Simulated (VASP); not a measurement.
A run of VASP 6.6.1 is set up as follows.

Contents of INCAR:

```
PREC = Accurate
ENCUT = 520
EDIFF = 1E-6
ISMEAR = -1
SIGMA = 0.05
LREAL = False
LASPH = True
NELM = 80
ALGO = Normal
ISIF = 2
LWAVE = False
LCHARG = False
GGA = PE
NBANDS = 18
```

File KPOINTS:

```
regular mesh
0
Gamma
  13 13 13
```

POSCAR

```
Si2W
1.0
   -1.6435519778      1.6435519778      4.0042465713
    1.6435519778     -1.6435519778      4.0042465713
    1.6435519778      1.6435519778     -4.0042465713
Si W
2 1
Direct
    0.3347000000      0.3347000000      0.0000000000
    0.6653000000      0.6653000000      0.0000000000
    0.0000000000      0.0000000000      0.0000000000
```

Potentials or basis: VASP PAW PBE potentials, release 64 (Si, W_sv).

Command:

```bash
$ cat potpaw_PBE.64/Si/POTCAR potpaw_PBE.64/W_sv/POTCAR > POTCAR
$ mpirun -np 1 vasp_std > vasp.out
```

(1) Predict the largest force.

(2) Estimate the pressure.

Results:

(1) 0.106 eV/Å.

(2) -10.4 GPa.

Caveat: the cell stands under tension.
